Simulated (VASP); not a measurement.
Crystal: MoSe.

```
CELL_PARAMETERS angstrom
0.00000 2.54904 2.54904
2.54904 0.00000 2.54904
2.54904 2.54904 0.00000
ATOMIC_POSITIONS crystal
Mo 0.00000 0.00000 0.00000
Se 0.50000 0.50000 0.50000
```

```yaml
Program: VASP 6.6.1
Task: relaxation of cell and atoms
Functional: PBE
Potentials_or_basis: VASP PAW PBE potentials, release 64 (Mo_sv, Se)
Cutoff: 500 eV
k_mesh: 6 × 6 × 6
Occupations: gaussian, width 0.1 eV
Spin: collinear spin, ferromagnetic start
Starting_moments: "[0.27, 0.0] μB"
```

At the start: pressure 12.4 GPa; volume 16.56 Å³/atom.

**Question.** How do energy, volume and symmetry change on relaxing?

**Answer.** Over 3 steps the energy falls by 44.7 meV/atom and the volume is 17.86 Å³/atom (+7.8 %); space group Fm-3m (No. 225, to 0.05 Å); moment 0.00 μB per cell.

Step by step:
| step | energy change (eV) | largest force (eV/Å) | pressure (GPa) | volume (Å³) |
| --- | --- | --- | --- | --- |
| 1 | 0.0000 | 0.0000 | 12.36 | 33.13 |
| 2 | 0.0683 | 0.0000 | -11.49 | 39.63 |
| 3 | -0.0895 | 0.0000 | -0.25 | 35.72 |

Final structure:
```xyz
2
Lattice="0.0000 2.6138 2.6138 2.6138 0.0000 2.6138 2.6138 2.6138 0.0000" Properties=species:S:1:pos:R:3 pbc="T T T"
Mo    0.0000    0.0000    0.0000
Se    2.6138    2.6138    2.6138
```
